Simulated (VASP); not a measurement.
# ZrB2 (P6/mmm) in VASP: notebook

Runs on ZrB2. Level: LDA. Tasks: single point.

Everything below comes from runs of VASP 6.6.1. Logs are shortened: lines on timing, memory, paths and dates and some standing lists are left out, and cuts for length are marked.

### Step 1. The cell of the first run

Symmetry: P6/mmm, No. 191, hexagonal system. Conventional cell: a = 3.039 Å, b = 3.039 Å, c = 3.314 Å, α = 90.00°, β = 90.00°, γ = 120.00°. Zr (site symmetry 6/mmm) has 12 B at 2.41 Å and 8 Zr at 3.04 to 3.31 Å within 3.4 Å. B (site symmetry -6m2) has 3 B at 1.75 Å within 2.3 Å.

### Step 2. Single point, LDA

File INCAR:

```
SYSTEM = ZrB2
PREC = Accurate
ENCUT = 520
EDIFF = 1E-6
ISMEAR = 0
SIGMA = 0.15
LREAL = .FALSE.
LASPH = .TRUE.
NELM = 80
ALGO = Normal
ISIF = 2
LWAVE = .FALSE.
LCHARG = .FALSE.
NBANDS = 16
```

File KPOINTS:

```
regular mesh
0
G
  15 15 12
  0 0 0
```

File POSCAR:

```
ZrB2
1.0
    3.0386000000      0.0000000000      0.0000000000
   -1.5193000000      2.6315047919      0.0000000000
    0.0000000000      0.0000000000      3.3145000000
Zr B
1 2
Direct
    0.0000000000      0.0000000000      0.0000000000
    0.3333333333      0.6666666667      0.5000000000
    0.6666666667      0.3333333333      0.5000000000
```

Potentials or basis: VASP PAW LDA potentials, release 64 (Zr_sv, B).

On the command line:

```console
> cat potpaw_LDA.64/Zr_sv/POTCAR potpaw_LDA.64/B/POTCAR > POTCAR
> mpirun -np 1 vasp_std > vasp.out
```

OUTCAR:

```text
SYSTEM = ZrB2
   PREC = Accurate
   ENCUT = 520
   EDIFF = 1E-6
   ISMEAR = 0
   LREAL = .FALSE.
   LASPH = .TRUE.
   NELM = 80
   ISIF = 2

 ion  position               nearest neighbor table
   1  0.000  0.000  0.000-   2 2.41   3 2.41   2 2.41   3 2.41   2 2.41   2 2.41   3 2.41   3 2.41
                             3 2.41   3 2.41   2 2.41   2 2.41
   2  0.333  0.667  0.500-   3 1.75   3 1.75   3 1.75   1 2.41   1 2.41   1 2.41   1 2.41   1 2.41
                             1 2.41
   3  0.667  0.333  0.500-   2 1.75   2 1.75   2 1.75   1 2.41   1 2.41   1 2.41   1 2.41   1 2.41
                             1 2.41

  LATTYP: Found a hexagonal cell.
 ALAT       =     3.0386000000
 C/A-ratio  =     1.0907983940

  Lattice vectors:

 A1 = (   3.0386000000,   0.0000000000,   0.0000000000)
 A2 = (  -1.5193000000,   2.6315047919,   0.0000000000)
 A3 = (   0.0000000000,   0.0000000000,   3.3145000000)

Analysis of symmetry for initial positions (statically):
=====================================================================
 Subroutine PRICEL returns:
 Original cell was already a primitive cell.

 Routine SETGRP: Setting up the symmetry group for a
 hexagonal supercell.

 Subroutine GETGRP returns: Found 24 space group operations
 (whereof 24 operations were pure point group operations)
 out of a pool of 24 trial point group operations.

The static configuration has the point symmetry D_6h.

Analysis of symmetry for dynamics (positions and initial velocities):
=====================================================================
 Subroutine PRICEL returns:
 Original cell was already a primitive cell.

 Routine SETGRP: Setting up the symmetry group for a
 hexagonal supercell.

 Subroutine GETGRP returns: Found 24 space group operations
 (whereof 24 operations were pure point group operations)
 out of a pool of 24 trial point group operations.

The dynamic configuration has the point symmetry D_6h.

 Subroutine INISYM returns: Found 24 space group operations
 (whereof 24 operations are pure point group operations),
 and found     1 'primitive' translations

----------------------------------------------------------------------------------------

                                     Primitive cell

  volume of cell :      26.5030

  direct lattice vectors                    reciprocal lattice vectors
     3.038600000  0.000000000  0.000000000     0.329098927  0.190005354  0.000000000
    -1.519300000  2.631504792  0.000000000     0.000000000  0.380010708  0.000000000
     0.000000000  0.000000000  3.314500000     0.000000000  0.000000000  0.301704631

  length of vectors
     3.038600000  3.038600000  3.314500000     0.380010708  0.380010708  0.301704631

  position of ions in fractional coordinates (direct lattice)
     0.000000000  0.000000000  0.000000000
     0.333333333  0.666666667  0.500000000
     0.666666667  0.333333333  0.500000000

  ion indices of the primitive-cell ions
   primitive index   ion index
                 1           1
                 2           2
                 3           3

----------------------------------------------------------------------------------------

 KPOINTS: regular mesh

Automatic generation of k-mesh.
 Grid dimensions read from file:
 generate k-points for:   15   15   12

 Generating k-lattice:

  Cartesian coordinates                     Fractional coordinates (reciprocal lattice)
     0.021939928  0.012667024  0.000000000     0.066666667 -0.000000000  0.000000000
     0.000000000  0.025334047  0.000000000     0.000000000  0.066666667  0.000000000
     0.000000000  0.000000000  0.025142053     0.000000000  0.000000000  0.083333333

  Length of vectors
     0.025334047  0.025334047  0.025142053

  Shift w.r.t. Gamma in fractional coordinates (k-lattice)
     0.000000000  0.000000000  0.000000000

 Subroutine IBZKPT returns following result:
 ===========================================

 Found    189 irreducible k-points:

 Following reciprocal coordinates:
            Coordinates               Weight
  0.000000  0.000000  0.000000      1.000000
  0.066667 -0.000000  0.000000      6.000000
  0.133333  0.000000  0.000000      6.000000
  0.200000  0.000000  0.000000      6.000000
  0.266667  0.000000  0.000000      6.000000
  0.333333 -0.000000  0.000000      6.000000
[... 16 lines left out ...]
  0.333333  0.200000  0.000000     12.000000
  0.400000  0.200000  0.000000      6.000000
 [... further k-points ...]
   k-points           NKPTS =    189   k-points in BZ     NKDIM =    189   number of bands    NBANDS=     16
   number of dos      NEDOS =    301   number of ions     NIONS =      3
   total plane-waves  NPLWV =  16128
   dimension x,y,z NGX =    24 NGY =   24 NGZ =   28
   dimension x,y,z NGXF=    48 NGYF=   48 NGZF=   56
   ions per type =               1   2
   NGX,Y,Z   is equivalent  to a cutoff of  13.13, 13.13, 14.04 a.u.
   NGXF,Y,Z  is equivalent  to a cutoff of  26.26, 26.26, 28.09 a.u.
 SYSTEM =  ZrB2
   PREC   = accura    normal or accurate (medium, high low for compatibility)
   ISTART =      0    job   : 0-new  1-cont  2-samecut
   ICHARG =      2    charge: 1-file 2-atom 10-const
   ISPIN  =      1    spin polarized calculation?
   LNONCOLLINEAR =      F non collinear calculations
   LSORBIT =      F    spin-orbit coupling
   LASPH  =      T    aspherical Exc in radial PAW
   ENCUT  =  520.0 eV  38.22 Ry    6.18 a.u.   5.65  5.65  6.16*2*pi/ulx,y,z
   NELM   =     80;   NELMIN=  2; NELMDL= -5     # of ELM steps
   EDIFF  = 0.1E-05   stopping-criterion for ELM
   LREAL  =      F    real-space projection
   EDIFFG = 0.1E-04   stopping-criterion for IOM
   NSW    =      0    number of steps for IOM
   IBRION =     -1    ionic relax: 0-MD 1-quasi-New 2-CG
   NFREE  =      0    steps in history (QN), initial steepest desc. (CG)
   ISIF   =      2    stress and relaxation
   ISYM   =      2    0-nonsym 1-usesym 2-fastsym
   POTIM  = 0.5000    time-step for ionic-motion
   TEBEG  =    0.0;   TEEND  =   0.0 temperature during run
   PSTRESS=    0.0 pullay stress
   NELECT =      18.0000    total number of electrons
   NUPDOWN=      -1.0000    fix difference up-down
   EMIN   =  10.00;   EMAX   =-10.00  energy-range for DOS
   EFERMI =   0.00;   METHOD = LEGACY
   ISMEAR =     0;   SIGMA  =   0.15  broadening in eV -4-tet -1-fermi 0-gaus
   EFERMI_NEDOS =   21; number of points for ismear=-14 and -15
   IALGO  =     38    algorithm
   IMIX   =      4    mixing-type and parameters
     AMIX     =   0.40;   BMIX     =  1.00
     AMIX_MAG =   1.60;   BMIX_MAG =  1.00
  volume/ion in A,a.u.               =       8.83        59.62
  Fermi-wavevector in a.u.,A,eV,Ry     =   1.439021  2.719355 28.174687  2.070781
  Thomas-Fermi vector in A             =   2.557923
   LORBIT       =      0    0 simple, 1 ext, 2 COOP (PROOUT), +10 PAW based schemes
   GGA     = CA    functional components
   LHFCALC =     F    Hartree Fock is set to
   AEXX    =    0.0000 exact exchange contribution
   IVDW    =     0    specifies the selected vdW correction
   LEPSILON=     F    determine dielectric tensor
   LRPA    =     F    only Hartree local field effects (RPA)
 non-spin polarized calculation
 Gauss-broadening in eV      SIGMA  =   0.15
  energy-cutoff  :      520.00
  volume of cell :       26.50
 maximum number of plane-waves:       733
 NGX is ok and might be reduce to    24
   NGX = 11   NGY = 11   NGZ = 13

 number of electron      18.0000000 magnetization

 Free energy of the ion-electron system (eV)
  ---------------------------------------------------
  ext. energy  EPLUGINS =         0.00000000
  ---------------------------------------------------
  free energy    TOTEN  =       -27.13527470 eV

  energy without entropy =      -27.13293604  energy(sigma->0) =      -27.13410537

 E-fermi :  12.2003     XC(G=0): -13.2925

 val. band max:       12.1632457792   @ k =   0.0667  -0.0000   0.2500
 cond. band min:      12.2310112609   @ k =   0.1333   0.1333   0.2500
 fundamental gap:      0.0677654817
 Fermi energy:        12.2002579579

 k-point     1 :       0.0000    0.0000    0.0000
  band No.  band energies     occupation
      1     -35.6499      2.00000
      2     -14.0631      2.00000
      3     -13.2882      2.00000
      4     -13.2882      2.00000
      5      -0.9499      2.00000
      6       9.1078      2.00000
[... 8 lines left out ...]
     15      17.8475      0.00000
     16      17.8726      0.00000

 k-point     2 :       0.0667   -0.0000    0.0000
  band No.  band energies     occupation
      1     -35.6412      2.00000
      2     -14.0510      2.00000
      3     -13.3593      2.00000
      4     -13.3032      2.00000
      5      -0.8457      2.00000
      6       8.8576      2.00000
[... 8 lines left out ...]
     15      18.6618      0.00000
     16      18.7398      0.00000

 k-point     3 :       0.1333    0.0000    0.0000
  band No.  band energies     occupation
      1     -35.6164      2.00000
      2     -14.0165      2.00000
      3     -13.5559      2.00000
      4     -13.3453      2.00000
      5      -0.5459      2.00000
      6       8.2189      2.00000
[... 8 lines left out ...]
     15      19.5779      0.00000
     16      19.9324      0.00000

 k-point     4 :       0.2000    0.0000    0.0000
  band No.  band energies     occupation
      1     -35.5797      2.00000
      2     -13.9651      2.00000
      3     -13.8346      2.00000
      4     -13.4066      2.00000
      5      -0.0822      2.00000
      6       7.3898      2.00000
[... 8 lines left out ...]
     15      19.9308      0.00000
     16      20.9411      0.00000
[... 324 lines left out ...]
 k-point    22 :       0.2667    0.2000    0.0000
  band No.  band energies     occupation
      1     -35.4555      2.00000
      2     -14.4843      2.00000
      3     -13.8386      2.00000
      4     -13.7908      2.00000
      5       2.1089      2.00000
      6       5.3797      2.00000
[... 8 lines left out ...]
     15      21.5416      0.00000
     16      23.8644      0.00000

 k-point    23 :       0.3333    0.2000    0.0000
  band No.  band energies     occupation
      1     -35.4347      2.00000
      2     -14.5648      2.00000
      3     -13.9319      2.00000
      4     -13.7614      2.00000
      5       2.8827      2.00000
      6       4.6806      2.00000
[... 8 lines left out ...]
     15      22.7108      0.00000
     16      23.8381      0.00000

 k-point    24 :       0.4000    0.2000    0.0000
  band No.  band energies     occupation
      1     -35.4272      2.00000
      2     -14.5919      2.00000
      3     -13.9659      2.00000
      4     -13.7510      2.00000
      5       3.4568      2.00000
      6       4.1213      2.00000
[... 8 lines left out ...]
     15      23.4457      0.00000
     16      23.4941      0.00000

 [... further k-points ...]

------------------------ aborting loop because EDIFF is reached ----------------------------------------

  FORCE on cell =-STRESS in cart. coord.  units (eV):
  Direction    XX          YY          ZZ          XY          YZ          ZX
  --------------------------------------------------------------------------------------
  -------------------------------------------------------------------------------------
  Total        5.7478984      5.7478984      6.9162255      0.0000000      0.0000000      0.0000000
  in kB      347.4753019    347.4753019    418.1036946      0.0000000      0.0000000      0.0000000
  external PRESSURE =     371.0180995 kB  Pullay stress =       0.0000000 kB

 VOLUME and BASIS-vectors are now :
 -----------------------------------------------------------------------------
  energy-cutoff  :      520.00
  volume of cell :       26.50
      direct lattice vectors                 reciprocal lattice vectors
     3.038600000  0.000000000  0.000000000     0.329098927  0.190005354  0.000000000
    -1.519300000  2.631504792  0.000000000     0.000000000  0.380010708  0.000000000
     0.000000000  0.000000000  3.314500000     0.000000000  0.000000000  0.301704631

 POSITION                                       TOTAL-FORCE (eV/Angst)
 -----------------------------------------------------------------------------------
      0.00000      0.00000      0.00000        -0.000000      0.000000      0.000000
     -0.00000      1.75434      1.65725        -0.000000      0.000000     -0.000000
      1.51930      0.87717      1.65725         0.000000      0.000000      0.000000
 -----------------------------------------------------------------------------------
    total drift:                               -0.000000      0.000000      0.000000

  FREE ENERGIE OF THE ION-ELECTRON SYSTEM (eV)
  ---------------------------------------------------
  free  energy   TOTEN  =       -27.1352747039 eV

  energy  without entropy=      -27.1329360427  energy(sigma->0) =      -27.13410537
```

Run time: 62 s. Hardware: 1 thread of Intel Xeon 8259CL, shared host; peak memory 0.19 GiB.

Results:

| Property | Result |
| --- | --- |
| Free energy | -27.1353 eV |
| Pressure | 37.1 GPa |
| Band gap on the k mesh | zero (bands 9 and 10 overlap by 0.99 eV) |

Levels at points of the mesh, in eV from the Fermi level:
| k point | band 6 | band 7 | band 8 | band 9 | band 10 | band 11 | band 12 | band 13 |
| --- | --- | --- | --- | --- | --- | --- | --- | --- |
| (0.00, 0.00, 0.00) | -3.09 | -3.09 | -2.89 | -1.97 | 4.09 | 4.09 | 5.15 | 5.15 |
| (0.00, 0.00, 0.50) | -7.26 | -1.11 | -1.11 | 0.15 | 0.15 | 0.88 | 0.88 | 2.61 |

Caveat: the cell stands under pressure.

### Step 3. Single point, LDA

This run uses another cell than the first one, of 8.99 Å³/atom.

File INCAR:

```
SYSTEM = ZrB2
  PREC = Accurate
  ENCUT = 520
  EDIFF = 1E-6
  ISMEAR = 0
  SIGMA = 0.15
  LREAL = .FALSE.
  LASPH = .TRUE.
  NELM = 100
  ALGO = Normal
  ISIF = 2
  LWAVE = .FALSE.
  LCHARG = .FALSE.
  NBANDS = 16
```

KPOINTS is that of step 2.

POSCAR, as its differences from that of step 2:

```diff
@@ -4,3 +4,3 @@
    -1.5193000000      2.6315047919      0.0000000000
-    0.0000000000      0.0000000000      3.3145000000
+    0.0000000000      0.0000000000      3.3726000000
 Zr B
```

Potentials or basis: VASP PAW LDA potentials, release 64 (Zr_sv, B).

On the command line:

```console
> cat potpaw_LDA.64/Zr_sv/POTCAR potpaw_LDA.64/B/POTCAR > POTCAR
> mpirun -np 1 vasp_std > vasp.out
```

Wall time 83 s (1 thread of Intel Xeon 8259CL, shared host); peak memory 0.19 GiB.

It converged, with:

```yaml
Free_energy: -27.2402 eV
Pressure: 30.5 GPa
Band_gap_on_the_k_mesh: zero (bands 9 and 10 overlap by 1.13 eV)
```

Stress tensor (GPa, compression positive):
```
30.52  0.00  0.00
 0.00 30.52  0.00
 0.00  0.00 30.41
```

Levels at points of the mesh, in eV from the Fermi level:
| k point | band 6 | band 7 | band 8 | band 9 | band 10 | band 11 | band 12 | band 13 |
| --- | --- | --- | --- | --- | --- | --- | --- | --- |
| (0.00, 0.00, 0.00) | -2.90 | -2.90 | -2.87 | -2.12 | 4.03 | 4.03 | 4.90 | 4.90 |
| (0.00, 0.00, 0.50) | -7.20 | -1.00 | -1.00 | 0.35 | 0.35 | 0.89 | 0.89 | 2.23 |

Caveat: the cell stands under pressure.

### Step 4. Single point, LDA

This run uses another cell than the first one, of 9.02 Å³/atom.

File INCAR:

```
SYSTEM = ZrB2
PREC = Accurate
ENCUT = 520
EDIFF = 1E-6
ISMEAR = 0
SIGMA = 0.15
LREAL = .False.
LASPH = .True.
NELM = 80
ALGO = Normal
ISIF = 2
LWAVE = .False.
LCHARG = .True.
GGA = CA
LELF = .True.
LVHAR = .True.
NBANDS = 16
```

File KPOINTS:

```
Automatic mesh
0
Gamma
  15 15 12
  0 0 0
```

File POSCAR:

```
ZrB2
1.0
    3.0699000000      0.0000000000      0.0000000000
   -1.5349500000      2.6586113871      0.0000000000
    0.0000000000      0.0000000000      3.3145000000
Zr B
1 2
Direct
    0.0000000000      0.0000000000      0.0000000000
    0.3333333333      0.6666666667      0.5000000000
    0.6666666667      0.3333333333      0.5000000000
```

On the command line:

```console
> cat potpaw_LDA.64/Zr_sv/POTCAR potpaw_LDA.64/B/POTCAR > POTCAR
> mpirun -np 1 vasp_std > vasp.out
```

It took 97 s on 1 thread of Intel Xeon 8259CL, shared host; peak memory 0.19 GiB.

It converged, with:

| Item | Value |
| --- | --- |
| Free energy | -27.2386 eV |
| Pressure | 29.2 GPa |
| Band gap on the k mesh | zero (bands 9 and 10 overlap by 0.87 eV) |

Stress tensor (GPa, compression positive):
```
25.44  0.00  0.00
 0.00 25.44  0.00
 0.00  0.00 36.64
```

Levels at points of the mesh, in eV from the Fermi level:
```csv
k point,band 7,band 8,band 9,band 10,band 11,band 12
"(0.00, 0.00, 0.00)",-3.13,-2.83,-1.92,3.98,3.98,5.12
"(0.00, 0.00, 0.50)",-1.16,-1.16,0.04,0.04,0.85,0.85
```

Caveat: the cell stands under pressure.

### Step 5. The runs side by side

```tsv
cell	gap on the mesh (eV)	pressure (GPa)
a = 3.039, b = 3.039, c = 3.314 Å, angles 90.0, 90.0, 120.0°, 3 atoms	none	37.1
a = 3.039, b = 3.039, c = 3.373 Å, angles 90.0, 90.0, 120.0°, 3 atoms	none	30.5
a = 3.070, b = 3.070, c = 3.314 Å, angles 90.0, 90.0, 120.0°, 3 atoms	none	29.2
```

Alike in all rows: task single point; level LDA; potentials or basis VASP PAW LDA potentials, release 64 (Zr_sv, B); no spin polarisation; k mesh 15 × 15 × 12; cutoff (eV) 520; smearing gaussian 0.15 eV.

Caveats: the cell stands under pressure.

Total energies depend on the potentials used, so only differences within one code and one set of settings carry meaning.
